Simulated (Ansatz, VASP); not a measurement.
RuBrF3: VASP beside Ansatz

```
Ru Br F
1.0
     4.19109    0.00000    0.00000
     0.00000    4.19109    0.00000
     0.00000    0.00000    4.19109
Ru Br F
1 1 3
Cartesian
  0.0000 0.0000 0.0000
  2.0955 2.0955 2.0955
  2.0955 0.0000 0.0000
  0.0000 2.0955 0.0000
  0.0000 0.0000 2.0955
```

Change from the starting cell: species swapped into the EuH3Pd type (Pm-3m, No. 221).

Alike in both runs: functional PBE; k mesh 10 × 10 × 10; occupations gaussian, width 0.1 eV; collinear spin.

Ansatz relaxed the structure, and its values are those at the end. VASP's run is a single point on that final structure, the one shown.

|  | VASP | Ansatz |
| --- | --- | --- |
| version | VASP 6.6.1 | Ansatz 0.2.0 |
| potentials or method | VASP PAW PBE potentials, release 64 (Ru_pv, Br, F), cutoff 520 eV | scalar-relativistic, plane waves, PAW |
| valence electrons in the cell | 42 | 44 |

Ansatz gave:

```
gap on the k mesh at the Fermi level (eV)                     : none
pressure (GPa)                                                : 0.0
net moment per atom (μB)                                      : 0.71
size of the moment on the site where the two differ most (μB) : 1.76
```

Problem. What did VASP give for the same quantities?

Solution. gap on the k mesh at the Fermi level (eV): none; pressure (GPa): 0.0; net moment per atom (μB): 0.71; size of the moment on the site where the two differ most (μB): 2.19.

Site moments also hang on the region over which each program counts them. A gap of «none» marks a metal or a gap that the smearing closes. VASP's potentials hold 42 valence electrons a cell and Ansatz's 44, so a difference there can come from the potentials and not from the codes.
